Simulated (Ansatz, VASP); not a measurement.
**HfC: VASP beside Ansatz**

```
Hf C
1.0
     0.00000    2.31000    2.31000
     2.31000    0.00000    2.31000
     2.31000    2.31000    0.00000
Hf C
1 1
Direct
  0.00000 0.00000 0.00000
  0.50000 0.50000 0.50000
```

Alike in both runs: functional PBE; dispersion D3(BJ); k mesh 16 × 16 × 16; occupations gaussian, width 0.1 eV; no spin polarisation.

Ansatz relaxed the structure, and its values are those at the end. VASP's run is a single point on that final structure, the one shown.

```csv
,VASP,Ansatz
version,VASP 6.6.1,Ansatz 0.2.0
potentials or method,"VASP PAW PBE potentials, release 64 (Hf_pv, C), cutoff 600 eV","scalar-relativistic, plane waves, PAW"
valence electrons in the cell,14,30
```

VASP gave:

```
gap on the k mesh at the Fermi level (eV) : none
pressure (GPa)                            : -0.7
```

Which values does Ansatz return?

gap on the k mesh at the Fermi level (eV): none; pressure (GPa): 0.0.

A gap of «none» marks a metal or a gap that the smearing closes. VASP's potentials hold 14 valence electrons a cell and Ansatz's 30, so a difference there can come from the potentials and not from the codes.

Spin-orbit coupling is off throughout.
